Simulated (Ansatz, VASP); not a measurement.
## TaSi2: VASP beside Ansatz

```
Ta Si
1.0
     4.73087    0.00000    0.00000
    -2.36543    4.09705    0.00000
     0.00000    0.00000    6.52655
Ta Si
3 6
Direct
  0.00000 0.50000 0.16667
  0.50000 0.50000 0.83333
  0.50000 0.00000 0.50000
  0.84016 0.68032 0.50000
  0.15984 0.84016 0.83333
  0.68032 0.84016 0.16667
  0.15984 0.31968 0.50000
  0.84016 0.15984 0.83333
  0.31968 0.15984 0.16667
```

Alike in both runs: functional LDA; k mesh 9 × 9 × 6; occupations fermi-dirac, width 0.15 eV; no spin polarisation.

Ansatz relaxed the structure, and its values are those at the end. VASP's run is a single point on that final structure, the one shown.

```csv
,VASP,Ansatz
version,VASP 6.6.1,Ansatz 0.2.0
potentials or method,"VASP PAW LDA potentials, release 64 (Ta_pv, Si), cutoff 520 eV","scalar-relativistic, plane waves, PAW"
valence electrons in the cell,57,63
```

```tsv
	VASP	Ansatz	Ansatz less VASP
gap on the k mesh at the Fermi level (eV)	none	none	-
pressure (GPa)	0.6	0.0	-0.57
rms of the force components (eV/Å)	0.003	0.000	-0.0032
```

Ansatz warns that its potentials were made for another functional, while VASP's fit it. LDA's correlation is that of Perdew and Zunger in VASP and of Perdew and Wang (1992) in Ansatz. A gap of «none» marks a metal or a gap that the smearing closes. VASP's potentials hold 57 valence electrons a cell and Ansatz's 63, so a difference there can come from the potentials and not from the codes.

Neither program's run includes spin-orbit coupling.
